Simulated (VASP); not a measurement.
Input of a VASP 6.6.1 run:

Contents of INCAR:

```
SYSTEM = C4F
PREC     = Accurate       ! precision mode
ENCUT    = 1350           ! plane-wave cutoff, eV
EDIFF    = 1E-6           ! SCF threshold, eV
ISMEAR   = 0              ! smearing method
SIGMA    = 0.1            ! smearing width, eV
LREAL    = .FALSE.        ! projectors in reciprocal space
LASPH    = .TRUE.         ! aspherical terms in the spheres
NELM     = 120            ! most SCF steps
ALGO     = Normal         ! electronic algorithm
ISIF     = 2              ! what is computed and relaxed
LWAVE    = .FALSE.        ! write WAVECAR
LCHARG   = .FALSE.        ! write CHGCAR
GGA      = PE             ! functional
IVDW     = 12             ! dispersion correction
NBANDS   = 20             ! bands
GGA_COMPAT= .FALSE.
```

The input KPOINTS:

```
Automatic mesh
0
G
  4 4 6
  0 0 0
```

Contents of POSCAR:

```
C4F
1.0
    3.9305138556     -2.7207532464      0.0000000000
    3.9305138556      2.7207532464      0.0000000000
    0.0000000000      0.0000000000      2.3710179032
C F
4 1
Direct
    0.8213910918      0.1786089082      0.5000000000
    0.1015910626      0.1015910626      0.0000000000
    0.8984089374      0.8984089374      0.0000000000
    0.1786089082      0.8213910918      0.5000000000
    0.5000000000      0.5000000000      0.5000000000
```

Potentials or basis: VASP PAW PBE potentials, release 64 (C_h, F_h).

Launch:

```console
$ cat potpaw_PBE.64/C_h/POTCAR potpaw_PBE.64/F_h/POTCAR > POTCAR
$ mpirun -np 1 vasp_std > vasp.out
```

Question: Predict the largest force.

Answer: 0.013 eV/Å.

Question: What does it give for the dispersion energy per atom?

Answer: -0.087 eV.

Stress tensor (GPa, compression positive):
```
 0.00  0.00  0.00
 0.00 -0.33  0.00
 0.00  0.00 -0.20
```

Caveat: the k points lie up to 0.44 Å⁻¹ apart, too coarse for converged energies and pressures of a metal; an odd number of electrons without spin polarisation forces a metal; a magnetic or distorted state may lie lower.
